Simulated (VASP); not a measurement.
Input of a VASP 6.6.1 run:

Contents of INCAR:

```
SYSTEM = Zn
PREC = Accurate
ENCUT = 520
EDIFF = 1E-7
ISMEAR = -1
SIGMA = 0.1
LREAL = .False.
LASPH = .True.
NELM = 60
ALGO = Normal
ISIF = 2
LWAVE = .False.
LCHARG = .True.
GGA = PE
LELF = .True.
LVHAR = .True.
NBANDS = 25
```

The input KPOINTS:

```
regular mesh
0
Gamma
  8 8 11
  0 0 0
```

The input POSCAR:

```
Zn
1.0
    4.4130481024      0.0000000000      0.0000000000
   -2.2065240512      3.8218117647      0.0000000000
    0.0000000000      0.0000000000      2.8017403912
Zn
3
Direct
    0.0000000000      0.0000000000      0.0000000000
    0.3333333333      0.6666666667      0.5000000000
    0.6666666667      0.3333333333      0.5000000000
```

Potentials or basis: VASP PAW PBE potentials, release 64 (Zn).

Launch:

```console
$ cat potpaw_PBE.64/Zn/POTCAR > POTCAR
$ mpirun -np 1 vasp_std > vasp.out
```

Predict the band gap on the k mesh.

zero (band 18 reaches 6.92 eV, above the bottom of band 19 at 2.12 eV).

Predict the pressure.

-0.3 GPa.

Stress tensor (GPa, compression positive):
```
-0.23  0.00  0.00
 0.00 -0.23  0.00
 0.00  0.00 -0.32
```
